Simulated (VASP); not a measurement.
## Rb2Si2S: single point with PBE

Rb2Si2S:

```
Rb Si S
1.0
     4.97154    0.00000    0.00000
    -2.48577    4.30548    0.00000
     0.00000    0.00000    8.11715
Rb Si S
2 2 1
Direct
  0.66667 0.33333 0.24898
  0.33333 0.66667 0.75102
  0.66667 0.33333 0.63047
  0.33333 0.66667 0.36953
  0.00000 0.00000 0.00000
```

```
Program             : VASP 6.6.1
Task                : single point
Functional          : PBE
Potentials or basis : VASP PAW PBE potentials, release 64 (Rb_sv, Si, S)
Cutoff              : 520 eV
k mesh              : 6 × 6 × 2
Occupations         : gaussian, width 0.1 eV
Spin                : no spin polarisation
```

```json
{"Pressure": "1.3 GPa", "Largest force": "2.161 eV/Å", "Band gap on the k mesh": "zero (band 16 reaches 1.07 eV, above the bottom of band 17 at 0.33 eV)"}
```

Forces on the atoms (eV/Å):
```
Rb   0.000  0.000 -2.161
Rb   0.000  0.000  2.161
Si   0.000  0.000 -1.564
Si   0.000  0.000  1.564
S    0.000  0.000  0.000
```

Stress tensor (GPa, compression positive):
```
 2.36  0.00  0.00
 0.00  2.36  0.00
 0.00  0.00 -0.87
```

Levels at points of the mesh, in eV from the Fermi level:
| k point | band 13 | band 14 | band 15 | band 16 | band 17 | band 18 | band 19 | band 20 |
| --- | --- | --- | --- | --- | --- | --- | --- | --- |
| (0.00, 0.00, 0.00) | -0.48 | -0.48 | -0.35 | -0.05 | -0.05 | 1.11 | 1.11 | 1.84 |
| (0.50, 0.00, 0.00) | -0.97 | -0.86 | -0.45 | -0.21 | 0.14 | 1.45 | 1.56 | 1.81 |
| (0.00, 0.00, 0.50) | -0.65 | -0.65 | 0.25 | 0.34 | 0.34 | 0.85 | 0.85 | 1.15 |
| (0.50, 0.00, 0.50) | -0.81 | -0.44 | -0.23 | -0.20 | -0.09 | 1.05 | 1.71 | 1.84 |

It took 58 s on 1 thread of AMD EPYC 7R13 Processor (Zen 3) (shared host), peak memory 0.28 GiB.

Caveat: the k points lie up to 0.39 Å⁻¹ apart; forces of over 1 eV/Å act on the atoms, so gaps and moduli don't describe the material at rest.
